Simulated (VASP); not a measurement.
Se: single point with LDA

Se:

```
CELL_PARAMETERS angstrom
0.00000 2.91025 2.91025
2.91025 0.00000 2.91025
2.91025 2.91025 0.00000
ATOMIC_POSITIONS crystal
Se 0.87500 0.87500 0.87500
Se 0.12500 0.12500 0.12500
```

This cell differs from its parent crystal: volume scaled by 0.84.

* Program: VASP 6.6.1
* Task: single point
* Functional: LDA
* Potentials or basis: VASP PAW LDA potentials, release 64 (Se)
* Cutoff: 520 eV
* k mesh: 11 × 11 × 11
* Occupations: fermi-dirac, width 0.08 eV
* Spin: no spin polarisation

```yaml
Pressure: 11.8 GPa
Band_gap_on_the_k_mesh: zero (band 6 reaches 4.81 eV, above the bottom of band 7 at 3.26 eV)
```

Levels at points of the mesh, in eV from the Fermi level:
```csv
k point,band 2,band 3,band 4,band 5,band 6,band 7,band 8,band 9,band 10,band 11
"(0.00, 0.00, 0.00)",-9.39,-4.31,-4.31,-4.31,-1.15,-1.15,-1.15,4.08,7.37,7.37
```

Run time: 8.3 s on 1 thread of Intel(R) Xeon(R) 6975P-C (Granite Rapids), on a shared host, peak memory 0.16 GiB.
